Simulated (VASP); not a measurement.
Here is a VASP 6.6.1 calculation.

The input INCAR:

```
SYSTEM = C
PREC = Accurate
ENCUT = 520
EDIFF = 1E-6
ISMEAR = 0
SIGMA = 0.1
LREAL = .FALSE.
LASPH = .TRUE.
NELM = 80
ALGO = Normal
ISIF = 2
LWAVE = .FALSE.
LCHARG = .TRUE.
LDIPOL = .TRUE.
IDIPOL = 3
DIPOL = 0.5 0.5 0.352
GGA = PE
IVDW = 12
LELF = .TRUE.
LVHAR = .TRUE.
LVACPOTAV = .TRUE.
NBANDS = 16
```

File KPOINTS:

```
regular mesh
0
G
  15 15 1
  0 0 0
```

Contents of POSCAR:

```
C
1.0
    2.4657005714      0.0000000000      0.0000000000
   -1.2328502857      2.1353593330      0.0000000000
    0.0000000000      0.0000000000     17.5000000000
C
4
Direct
    0.3333333333      0.6666666667      0.2571428571
    0.6666666667      0.3333333333      0.2571428571
    0.3333333333      0.8333333333      0.4462857143
    0.6666666667      0.5000000000      0.4462857143
```

Potentials or basis: VASP PAW PBE potentials, release 64 (C).

The run is started by

```console
$ cat potpaw_PBE.64/C/POTCAR > POTCAR
$ mpirun -np 1 vasp_std > vasp.out
```

Task: Predict the largest force.

Result: 0.054 eV/Å.

Task: Estimate the dispersion energy per atom.

Result: -0.121 eV.

Task: What does it give for the band gap on the k mesh?

Result: 0.64 eV, direct.

Forces in eV/Å, atoms in the order of the input:
```
C    0.008 -0.012 -0.052
C    0.006 -0.012 -0.052
C   -0.006  0.012  0.052
C   -0.008  0.012  0.052
```
